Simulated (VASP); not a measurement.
# CdF2 (I4/mmm) in VASP: further runs

CdF2 is run at these levels: PBEsol; tasks: single point.

All numbers are computed with VASP 6.6.1; they aren't measurements. Logs are shortened: lines on timing, memory, paths and dates and some standing lists are left out, and cuts for length are marked.

**1. The cell of the first run**

It takes space group I4/mmm (No. 139, tetragonal). Conventional cell: a = 3.757 Å, b = 3.757 Å, c = 5.530 Å, α = 90.00°, β = 90.00°, γ = 90.00°. Within 3.1 Å of Cd (site symmetry 4/mmm) lie 8 F at 2.33 Å. F (site symmetry -4m2) has 4 Cd at 2.33 Å and 6 F at 2.66 to 2.76 Å within 3.1 Å.

**2. Single point, PBEsol (13.01 Å³/atom)**

The input, INCAR:

```
SYSTEM = CdF2
ALGO     = Normal         ! electronic algorithm
EDIFF    = 1E-6           ! SCF threshold, eV
ENCUT    = 520            ! plane-wave cutoff, eV
GGA      = PS             ! functional
ISIF     = 2              ! what is computed and relaxed
ISMEAR   = 0              ! smearing method
LASPH    = .True.         ! aspherical terms in the spheres
LCHARG   = .False.        ! write CHGCAR
LREAL    = .False.        ! projectors in reciprocal space
LWAVE    = .False.        ! write WAVECAR
NBANDS   = 20             ! bands
NELM     = 100            ! most SCF steps
PREC     = Accurate       ! precision mode
SIGMA    = 0.05           ! smearing width, eV
```

The input, KPOINTS:

```
k-points
0
Gamma
  8 8 8
  0 0 0
```

The input, POSCAR:

```
CdF2
1.0
    0.0000000000      2.6563409803      2.7649853264
    2.6563409803      0.0000000000      2.7649853264
    2.6563409803      2.6563409803      0.0000000000
Cd F
1 2
Direct
    0.0000000000      0.0000000000      0.0000000000
    0.2500000000      0.2500000000      0.2500000000
    0.7500000000      0.7500000000      0.7500000000
```

Potentials or basis: VASP PAW PBE potentials, release 64 (Cd, F).

Run with:

```bash
> cat potpaw_PBE.64/Cd/POTCAR potpaw_PBE.64/F/POTCAR > POTCAR
> mpirun -np 1 vasp_std > vasp.out
```

OUTCAR:

```text
SYSTEM = CdF2
   EDIFF = 1E-6
   ENCUT = 520
   GGA = PS
   ISIF = 2
   ISMEAR = 0
   LASPH = .True.
   LREAL = .False.
   NELM = 100
   PREC = Accurate

 ion  position               nearest neighbor table
   1  0.000  0.000  0.000-   3 2.33   3 2.33   3 2.33   2 2.33   3 2.33   2 2.33   2 2.33   2 2.33

   2  0.250  0.250  0.250-   1 2.33   1 2.33   1 2.33   1 2.33
   3  0.750  0.750  0.750-   1 2.33   1 2.33   1 2.33   1 2.33

  LATTYP: Found a body centered tetragonal cell.
 ALAT       =     3.7566334406
 C/A-ratio  =     1.4720548971

  Lattice vectors:

 A1 = (  -2.6563409803,   0.0000000000,   2.7649853264)
 A2 = (   2.6563409803,   0.0000000000,   2.7649853264)
 A3 = (   0.0000000000,   2.6563409803,  -2.7649853264)

Analysis of symmetry for initial positions (statically):
=====================================================================
 Subroutine PRICEL returns:
 Original cell was already a primitive cell.

 Routine SETGRP: Setting up the symmetry group for a
 body centered tetragonal supercell.

 Subroutine GETGRP returns: Found 16 space group operations
 (whereof 16 operations were pure point group operations)
 out of a pool of 16 trial point group operations.

The static configuration has the point symmetry D_4h.

Analysis of symmetry for dynamics (positions and initial velocities):
=====================================================================
 Subroutine PRICEL returns:
 Original cell was already a primitive cell.

 Routine SETGRP: Setting up the symmetry group for a
 body centered tetragonal supercell.

 Subroutine GETGRP returns: Found 16 space group operations
 (whereof 16 operations were pure point group operations)
 out of a pool of 16 trial point group operations.

The dynamic configuration has the point symmetry D_4h.

 Subroutine INISYM returns: Found 16 space group operations
 (whereof 16 operations are pure point group operations),
 and found     1 'primitive' translations

----------------------------------------------------------------------------------------

                                     Primitive cell

  volume of cell :      39.0203

  direct lattice vectors                    reciprocal lattice vectors
     0.000000000  2.656340980  2.764985326    -0.188228847  0.188228847  0.180832786
     2.656340980  0.000000000  2.764985326     0.188228847 -0.188228847  0.180832786
     2.656340980  2.656340980  0.000000000     0.188228847  0.188228847 -0.180832786

  length of vectors
     3.834226292  3.834226292  3.756633441     0.321808474  0.321808474  0.321808474

[... 83 lines left out ...]
   LREAL  =      F    real-space projection
   EDIFFG = 0.1E-04   stopping-criterion for IOM
   NSW    =      0    number of steps for IOM
   IBRION =     -1    ionic relax: 0-MD 1-quasi-New 2-CG
   NFREE  =      0    steps in history (QN), initial steepest desc. (CG)
   ISIF   =      2    stress and relaxation
   ISYM   =      2    0-nonsym 1-usesym 2-fastsym
   POTIM  = 0.5000    time-step for ionic-motion
   TEBEG  =    0.0;   TEEND  =   0.0 temperature during run
   PSTRESS=    0.0 pullay stress
   NELECT =      26.0000    total number of electrons
   NUPDOWN=      -1.0000    fix difference up-down
   EMIN   =  10.00;   EMAX   =-10.00  energy-range for DOS
   EFERMI =   0.00;   METHOD = LEGACY
   ISMEAR =     0;   SIGMA  =   0.05  broadening in eV -4-tet -1-fermi 0-gaus
   EFERMI_NEDOS =   21; number of points for ismear=-14 and -15
   IALGO  =     38    algorithm
   IMIX   =      4    mixing-type and parameters
     AMIX     =   0.40;   BMIX     =  1.00
     AMIX_MAG =   1.60;   BMIX_MAG =  1.00
  volume/ion in A,a.u.               =      13.01        87.77
  Fermi-wavevector in a.u.,A,eV,Ry     =   1.429889  2.702099 27.818251  2.044584
  Thomas-Fermi vector in A             =   2.549794
   LORBIT       =      0    0 simple, 1 ext, 2 COOP (PROOUT), +10 PAW based schemes
   GGA     = PS    functional components
   LHFCALC =     F    Hartree Fock is set to
   AEXX    =    0.0000 exact exchange contribution
   IVDW    =     0    specifies the selected vdW correction
   LEPSILON=     F    determine dielectric tensor
   LRPA    =     F    only Hartree local field effects (RPA)
 non-spin polarized calculation
 Gauss-broadening in eV      SIGMA  =   0.05
  energy-cutoff  :      520.00
  volume of cell :       39.02
 maximum number of plane-waves:      1070
 NGX is ok and might be reduce to    30
   NGX = 15   NGY = 15   NGZ = 13

 number of electron      25.9999988 magnetization

 Free energy of the ion-electron system (eV)
  ---------------------------------------------------
  ext. energy  EPLUGINS =         0.00000000
  ---------------------------------------------------
  free energy    TOTEN  =       -11.57831633 eV

  energy without entropy =      -11.57831633  energy(sigma->0) =      -11.57831633

 E-fermi :  -1.0584     XC(G=0): -10.7214

 val. band max:       -1.3872598535   @ k =  -0.2500   0.2500   0.5000
 cond. band min:       1.4688175635   @ k =   0.0000   0.0000   0.0000
 fundamental gap:      2.8560774170
 Fermi energy:        -1.0584210707

 k-point     1 :       0.0000    0.0000    0.0000
  band No.  band energies     occupation
      1     -22.1519      2.00000
      2     -21.0016      2.00000
      3      -7.0738      2.00000
      4      -7.0519      2.00000
      5      -7.0519      2.00000
      6      -5.8164      2.00000
[... 541 lines left out ...]
     19      17.4589      0.00000
     20      19.3733      0.00000

 [... further k-points ...]

------------------------ aborting loop because EDIFF is reached ----------------------------------------

  FORCE on cell =-STRESS in cart. coord.  units (eV):
  Direction    XX          YY          ZZ          XY          YZ          ZX
  --------------------------------------------------------------------------------------
  -------------------------------------------------------------------------------------
  Total        0.5375994      0.5375994     -0.5250968      0.0000000      0.0000000      0.0000000
  in kB       22.0738920     22.0738920    -21.5605331      0.0000000      0.0000000      0.0000000
  external PRESSURE =       7.5290836 kB  Pullay stress =       0.0000000 kB

 VOLUME and BASIS-vectors are now :
 -----------------------------------------------------------------------------
  energy-cutoff  :      520.00
  volume of cell :       39.02
      direct lattice vectors                 reciprocal lattice vectors
     0.000000000  2.656340980  2.764985326    -0.188228847  0.188228847  0.180832786
     2.656340980  0.000000000  2.764985326     0.188228847 -0.188228847  0.180832786
     2.656340980  2.656340980  0.000000000     0.188228847  0.188228847 -0.180832786

 POSITION                                       TOTAL-FORCE (eV/Angst)
 -----------------------------------------------------------------------------------
      0.00000      0.00000      0.00000         0.000000      0.000000     -0.000000
      1.32817      1.32817      1.38249        -0.000000     -0.000000     -0.000000
      3.98451      3.98451      4.14748         0.000000      0.000000      0.000000
 -----------------------------------------------------------------------------------
    total drift:                                0.000000     -0.000000      0.000000

  FREE ENERGIE OF THE ION-ELECTRON SYSTEM (eV)
  ---------------------------------------------------
  free  energy   TOTEN  =       -11.5783163310 eV

  energy  without entropy=      -11.5783163310  energy(sigma->0) =      -11.57831633
```

It took 28 s on 1 thread of Intel Xeon Platinum 8488C (Sapphire Rapids), shared host; peak memory 0.19 GiB.

What came out:

```yaml
Free_energy: -11.5783 eV
Pressure: 0.8 GPa
Band_gap_on_the_k_mesh: 2.86 eV (least direct gap 3.31 eV)
```

Stress tensor (GPa, compression positive):
```
 2.21  0.00  0.00
 0.00  2.21  0.00
 0.00  0.00 -2.16
```

Levels at points of the mesh, in eV from the valence-band top:
```tsv
k point	band 11	band 12	band 13	band 14	band 15	band 16
(0.00, 0.00, 0.00)	-0.57	-0.57	-0.45	2.86	12.44	12.44
(0.50, 0.00, 0.00)	-1.87	-0.44	-0.42	7.02	8.91	14.15
(0.50, 0.50, 0.00)	-0.69	-0.09	-0.09	7.87	9.51	11.67
(0.50, 0.00, 0.50)	-0.46	-0.20	-0.07	7.82	9.38	11.66
```

Caveat: the PAW data sets were made with another functional, which shifts forces and pressure a little. As with any semilocal functional, this PBEsol gap is likely too small.

**3. Single point, PBEsol (13.01 Å³/atom)**

The input, INCAR:

```
SYSTEM = CdF2
PREC = Accurate ; ENCUT = 520
EDIFF = 1E-6 ; ISMEAR = 0
SIGMA = 0.05 ; LREAL = .FALSE.
LASPH = .TRUE. ; NELM = 60
ALGO = Normal ; ISIF = 2
LWAVE = .FALSE. ; LCHARG = .FALSE.
GGA = PS ; NBANDS = 20
```

The input, KPOINTS:

```
Automatic mesh
0
G
  8 8 8
  0 0 0
```

The input, POSCAR:

```
CdF2
1.0
    0.0000000000      2.6386309543      2.8022260735
    2.6386309543      0.0000000000      2.8022260735
    2.6386309543      2.6386309543      0.0000000000
Cd F
1 2
Direct
    0.0000000000      0.0000000000      0.0000000000
    0.2500000000      0.2500000000      0.2500000000
    0.7500000000      0.7500000000      0.7500000000
```

Potentials or basis: VASP PAW PBE potentials, release 64 (Cd, F).

Run with:

```bash
> cat potpaw_PBE.64/Cd/POTCAR potpaw_PBE.64/F/POTCAR > POTCAR
> mpirun -np 1 vasp_std > vasp.out
```

Wall time 28 s (1 thread of Intel Xeon Platinum 8488C (Sapphire Rapids), shared host); peak memory 0.19 GiB.

It converged, with:

| Property | Result |
| --- | --- |
| Free energy | -11.5605 eV |
| Pressure | 0.7 GPa |
| Band gap on the k mesh | 2.81 eV (least direct gap 3.26 eV) |

Stress tensor (GPa, compression positive):
```
 2.91  0.00  0.00
 0.00  2.91  0.00
 0.00  0.00 -3.65
```

Levels at points of the mesh, in eV from the valence-band top:
```csv
k point,band 9,band 10,band 11,band 12,band 13,band 14,band 15,band 16,band 17,band 18
"(0.00, 0.00, 0.00)",-0.87,-0.87,-0.62,-0.62,-0.45,2.81,12.41,12.41,12.57,17.35
"(0.50, 0.00, 0.00)",-2.39,-2.00,-1.86,-0.47,-0.44,6.98,8.85,14.07,14.49,17.62
"(0.50, 0.50, 0.00)",-3.01,-3.01,-0.78,-0.09,-0.09,7.82,9.52,11.68,14.23,14.23
"(0.50, 0.00, 0.50)",-3.11,-3.03,-0.44,-0.26,-0.07,7.77,9.31,11.64,13.59,14.33
```

Caveat: the PAW data sets were made with another functional, which shifts forces and pressure a little.

**4. Single point, PBEsol (13.01 Å³/atom)**

The input, INCAR:

```
ALGO = Normal
EDIFF = 1E-6
ENCUT = 520
GGA = PS
ISIF = 2
ISMEAR = 0
LASPH = True
LCHARG = False
LREAL = False
LWAVE = False
NBANDS = 20
NELM = 100
PREC = Accurate
SIGMA = 0.05
```

The input, KPOINTS:

```
k-points
0
Gamma
  8 8 8
```

The input, POSCAR:

```
CdF2
1.0
    0.0000000000      2.6741866646      2.7282052353
    2.6741866646      0.0000000000      2.7282052353
    2.6741866646      2.6741866646      0.0000000000
Cd F
1 2
Direct
    0.0000000000      0.0000000000      0.0000000000
    0.2500000000      0.2500000000      0.2500000000
    0.7500000000      0.7500000000      0.7500000000
```

Run with:

```bash
> cat potpaw_PBE.64/Cd/POTCAR potpaw_PBE.64/F/POTCAR > POTCAR
> mpirun -np 1 vasp_std > vasp.out
```

It took 23 s on 1 thread of Intel Xeon Platinum 8488C (Sapphire Rapids), shared host; peak memory 0.18 GiB.

The run converged. Its results:

```
Free energy            : -11.5889 eV
Pressure               : 0.8 GPa
Band gap on the k mesh : 2.89 eV (least direct gap 3.36 eV)
```

Stress tensor (GPa, compression positive):
```
 1.49  0.00  0.00
 0.00  1.49  0.00
 0.00  0.00 -0.68
```

Levels at points of the mesh, in eV from the valence-band top:
```tsv
k point	band 10	band 11	band 12	band 13	band 14	band 15	band 16	band 17
(0.00, 0.00, 0.00)	-0.96	-0.53	-0.53	-0.47	2.89	12.48	12.48	12.53
(0.50, 0.00, 0.00)	-1.93	-1.88	-0.41	-0.40	7.05	8.95	14.24	14.39
(0.50, 0.50, 0.00)	-3.02	-0.60	-0.09	-0.09	7.89	9.49	11.68	14.17
(0.50, 0.00, 0.50)	-3.02	-0.49	-0.15	-0.08	7.86	9.44	11.68	13.96
```

Caveat: the PAW data sets were made with another functional, which shifts forces and pressure a little.

**5. Single point, PBEsol (13.01 Å³/atom)**

The input, INCAR:

```
  ALGO = Normal
  EDIFF = 1E-6
  ENCUT = 520
  GGA = PS
  ISIF = 2
  ISMEAR = 0
  LASPH = True
  LCHARG = False
  LREAL = False
  LWAVE = False
  NBANDS = 20
  NELM = 80
  PREC = Accurate
  SIGMA = 0.05
```

KPOINTS is that of step 4.

The input, POSCAR:

```
CdF2
1.0
    0.0000000000      2.7100788431      2.6564192820
    2.7100788431      0.0000000000      2.6564192820
    2.7100788431      2.7100788431      0.0000000000
Cd F
1 2
Direct
    0.0000000000      0.0000000000      0.0000000000
    0.2500000000      0.2500000000      0.2500000000
    0.7500000000      0.7500000000      0.7500000000
```

Potentials or basis: VASP PAW PBE potentials, release 64 (Cd, F).

Run with:

```bash
> cat potpaw_PBE.64/Cd/POTCAR potpaw_PBE.64/F/POTCAR > POTCAR
> mpirun -np 1 vasp_std > vasp.out
```

OUTCAR:

```text
EDIFF = 1E-6
   ENCUT = 520
   GGA = PS
   ISIF = 2
   ISMEAR = 0
   LASPH = True
   LREAL = False
   NELM = 80
   PREC = Accurate

 ion  position               nearest neighbor table
   1  0.000  0.000  0.000-   3 2.33   3 2.33   3 2.33   2 2.33   3 2.33   2 2.33   2 2.33   2 2.33

   2  0.250  0.250  0.250-   1 2.33   1 2.33   1 2.33   1 2.33
   3  0.750  0.750  0.750-   1 2.33   1 2.33   1 2.33   1 2.33

[... 747 lines left out ...]
------------------------ aborting loop because EDIFF is reached ----------------------------------------

  FORCE on cell =-STRESS in cart. coord.  units (eV):
  Direction    XX          YY          ZZ          XY          YZ          ZX
  --------------------------------------------------------------------------------------
  -------------------------------------------------------------------------------------
  Total        0.0088765      0.0088765      0.5440713      0.0000000     -0.0000000      0.0000000
  in kB        0.3644703      0.3644703     22.3396287      0.0000000     -0.0000000      0.0000000
  external PRESSURE =       7.6895231 kB  Pullay stress =       0.0000000 kB

 VOLUME and BASIS-vectors are now :
 -----------------------------------------------------------------------------
  energy-cutoff  :      520.00
  volume of cell :       39.02
      direct lattice vectors                 reciprocal lattice vectors
     0.000000000  2.710078843  2.656419282    -0.184496477  0.184496477  0.188223299
     2.710078843  0.000000000  2.656419282     0.184496477 -0.184496477  0.188223299
     2.710078843  2.710078843  0.000000000     0.184496477  0.184496477 -0.188223299

 POSITION                                       TOTAL-FORCE (eV/Angst)
 -----------------------------------------------------------------------------------
      0.00000      0.00000      0.00000         0.000000      0.000000      0.000000
      1.35504      1.35504      1.32821         0.000000      0.000000     -0.000000
      4.06512      4.06512      3.98463         0.000000      0.000000      0.000000
 -----------------------------------------------------------------------------------
    total drift:                                0.000000      0.000000      0.000000

  FREE ENERGIE OF THE ION-ELECTRON SYSTEM (eV)
  ---------------------------------------------------
  free  energy   TOTEN  =       -11.5889584177 eV

  energy  without entropy=      -11.5889584177  energy(sigma->0) =      -11.58895842
```

Run time: 25 s. Hardware: 1 thread of Intel Xeon Platinum 8488C (Sapphire Rapids), shared host; peak memory 0.18 GiB.

Results:

```
Free energy            : -11.5890 eV
Pressure               : 0.8 GPa
Band gap on the k mesh : 2.89 eV (least direct gap 3.38 eV)
```

Stress tensor (GPa, compression positive):
```
0.04 0.00 0.00
0.00 0.04 0.00
0.00 0.00 2.23
```

Caveat: the PAW data sets were made with another functional, which shifts forces and pressure a little. PBEsol gaps usually lie below the measured ones, often by a third to a half.

**6. Overview**

```csv
cell,gap on the mesh (eV),pressure (GPa)
"a = 3.834, b = 3.834, c = 3.757 Å, angles 60.7, 60.7, 58.7°, 3 atoms",2.86,0.8
"a = 3.849, b = 3.849, c = 3.732 Å, angles 61.0, 61.0, 58.0°, 3 atoms",2.81,0.7
"a = 3.820, b = 3.820, c = 3.782 Å, angles 60.3, 60.3, 59.3°, 3 atoms",2.89,0.8
"a = 3.795, b = 3.795, c = 3.833 Å, angles 59.7, 59.7, 60.7°, 3 atoms",2.89,0.8
```

Alike in all rows: task single point; level PBEsol; potentials or basis VASP PAW PBE potentials, release 64 (Cd, F); no spin polarisation; k mesh 8 × 8 × 8; cutoff (eV) 520; smearing gaussian 0.05 eV.

Caveats: the PAW data sets were made with another functional, which shifts forces and pressure a little.

Absolute energies hang on the potentials; compare differences alone.
